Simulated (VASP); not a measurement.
A run of VASP 6.6.1 is set up as follows.

INCAR

```
SYSTEM = LaMg3
ALGO = Normal
EDIFF = 1E-6
ENCUT = 520
GGA = CA
ISIF = 2
ISMEAR = -1
LASPH = .True.
LCHARG = .False.
LREAL = .False.
LWAVE = .False.
NBANDS = 16
NELM = 100
PREC = Accurate
SIGMA = 0.05
```

KPOINTS

```
k-points
0
Gamma
  5 5 5
  0 0 0
```

Contents of POSCAR:

```
LaMg3
1.0
    4.9060691876      0.0000000000      0.0000000000
    0.0000000000      4.9060691876      0.0000000000
    0.0000000000      0.0000000000      5.1271959757
La Mg
1 3
Direct
    0.0000000000      0.0000000000      0.0000000000
    0.5000000000      0.0000000000      0.5000000000
    0.5000000000      0.5000000000      0.0000000000
    0.0000000000      0.5000000000      0.5000000000
```

Potentials or basis: VASP PAW LDA potentials, release 64 (La, Mg).

The run is started by

```bash
$ cat potpaw_LDA.64/La/POTCAR potpaw_LDA.64/Mg/POTCAR > POTCAR
$ mpirun -np 1 vasp_std > vasp.out
```

Question: What does it give for the pressure?

Answer: -4.8 GPa.

Stress tensor (GPa, compression positive):
```
-4.79  0.00  0.00
 0.00 -4.79  0.00
 0.00  0.00 -4.93
```
